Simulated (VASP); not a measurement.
Runs of VASP 6.6.1 on NaI. The structure is that of space group F-43m (No. 216), or close to it. The cells are those of the table. 

| level | cell | k mesh | smearing | grid for exact exchange (PRECFOCK) | screening parameter | gap on the mesh (eV) | pressure (GPa) |
| --- | --- | --- | --- | --- | --- | --- | --- |
| PBE | a = 5.011, b = 5.078, c = 5.078 Å, angles 59.1, 60.4, 60.4°, 2 atoms | 6 × 6 × 6 | fermi-dirac 0.02 eV | - | - | 3.77 | 0.1 |
| r2SCAN | a = 4.807 Å, angles 60.0°, 2 atoms | 6 × 6 × 6 | gaussian 0.01 eV | - | - | 4.65 | 1.9 |
| PBE | a = 4.807 Å, angles 60.0°, 2 atoms | 6 × 6 × 6 | fermi-dirac 0.02 eV | - | - | (a) | 2.4 |
| r2SCAN | a = 5.011, b = 5.078, c = 5.078 Å, angles 59.1, 60.4, 60.4°, 2 atoms | 6 × 6 × 6 | gaussian 0.01 eV | - | - | (c) | (b) |
| HSE06 | a = 4.807 Å, angles 60.0°, 2 atoms | 4 × 4 × 4 | gaussian 0.01 eV | Normal | 0.2079 1/Å | 5.03 | 2.2 |

Alike in all rows: task single point; potentials or basis VASP PAW PBE potentials, release 64 (Na_pv, I); no spin polarisation; cutoff (eV) 520.

Fill in the values left out.

(a) 4.04; (b) -0.3; (c) 4.37.

Caveats: spin-orbit coupling is left out, which moves the levels of the heavy elements; the PAW data sets were made with another functional, which shifts forces and pressure a little (some runs).

A k mesh can miss the band edges, and the runs leave out spin-orbit coupling on I.
